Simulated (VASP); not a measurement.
The system is Bi2TePd2.

```
Bi Pd Te
1.0
     3.95451    0.00000    0.00000
    -1.97725    3.42471    0.00000
    -1.97725    1.14157    9.18180
Bi Pd Te
2 2 1
Direct
  0.39806 0.60194 0.19418
  0.60194 0.39806 0.80582
  0.21160 0.78840 0.63480
  0.78840 0.21160 0.36520
  0.00000 0.00000 0.00000
```

| Property | Result |
| --- | --- |
| Program | VASP 6.6.1 |
| Task | relaxation of cell and atoms |
| Functional | PBE |
| Potentials or basis | VASP PAW PBE potentials, release 64 (Bi_d, Pd, Te) |
| Cutoff | 500 eV |
| k mesh | 5 × 5 × 5 |
| Occupations | gaussian, width 0.005 eV |
| Spin | no spin polarisation |

At the start: pressure 9.8 GPa; volume 24.87 Å³/atom.

Where does the relaxation end?

Over 32 steps the energy falls by 469.1 meV/atom and the volume is 25.64 Å³/atom (+3.1 %); space group R-3m (No. 166, to 0.1 Å) before and after.

Step by step:
| step | energy change (eV) | largest force (eV/Å) | pressure (GPa) | volume (Å³) |
| --- | --- | --- | --- | --- |
| 1 | 0.0000 | 3.3343 | 9.83 | 124.35 |
| 2 | -0.8414 | 0.8756 | -4.99 | 153.85 |
| 3 | -0.9478 | 1.3016 | -2.43 | 145.20 |
| 4 | -1.1782 | 0.7297 | -1.22 | 140.29 |
| 5 | -1.2570 | 1.1021 | 0.74 | 135.57 |
| 6 | -1.3921 | 1.0909 | -0.11 | 135.25 |
| 7 | -1.7254 | 0.9569 | -1.93 | 134.30 |
| 8 | -1.8350 | 0.5047 | -0.13 | 132.41 |
| 9 | -1.9092 | 0.4711 | -2.19 | 133.37 |
| 10 | -1.9721 | 0.6429 | 3.25 | 124.02 |
| 11 | -1.9981 | 0.5585 | 1.11 | 127.07 |
| 12 | -2.1055 | 0.4433 | 1.09 | 126.76 |
| 13 | -2.1076 | 0.8579 | 1.90 | 125.07 |
| 14 | -2.1625 | 0.6335 | 1.45 | 125.95 |
| 15 | -2.1966 | 0.5553 | -2.56 | 132.26 |
| 16 | -2.2072 | 0.4347 | -1.39 | 130.09 |
| 17 | -2.2924 | 0.4894 | -0.32 | 127.88 |
| 18 | -2.2773 | 0.3007 | 1.53 | 124.64 |
| 19 | -2.3091 | 0.4208 | 0.39 | 126.53 |
| 20 | -2.3303 | 0.1928 | -0.11 | 127.79 |
| 21 | -2.3314 | 0.2208 | -0.24 | 128.17 |
| 22 | -2.3390 | 0.1469 | 0.55 | 127.18 |
| 23 | -2.3390 | 0.1421 | 0.60 | 127.12 |
| 24 | -2.3438 | 0.0771 | 0.11 | 128.07 |
| 25 | -2.3442 | 0.0561 | -0.07 | 128.44 |
| 26 | -2.3449 | 0.0362 | -0.03 | 128.34 |
| 27 | -2.3454 | 0.0216 | 0.11 | 128.02 |
| 28 | -2.3455 | 0.0092 | 0.08 | 128.09 |
| 29 | -2.3456 | 0.0242 | -0.09 | 128.35 |
| 30 | -2.3456 | 0.0204 | -0.05 | 128.28 |
| 31 | -2.3457 | 0.0128 | -0.02 | 128.23 |
| 32 | -2.3457 | 0.0066 | 0.01 | 128.19 |

Final structure:
```yaml
crystal:
  lattice:
    - [4.34411, 0.00000, 0.00000]
    - [-2.17206, 3.76212, 0.00000]
    - [-2.17206, 1.25404, 7.84349]
  atoms:
    - { symbol: Bi, position: [0.42398, 0.57602, 0.27193] }
    - { symbol: Bi, position: [0.57602, 0.42398, 0.72807] }
    - { symbol: Pd, position: [0.18672, 0.81328, 0.56015] }
    - { symbol: Pd, position: [0.81328, 0.18672, 0.43985] }
    - { symbol: Te, position: [0.00000, 0.00000, 0.00000] }
```

Caveat: the k points lie up to 0.34 Å⁻¹ apart in the final cell, too coarse for converged energies and pressures of a metal.
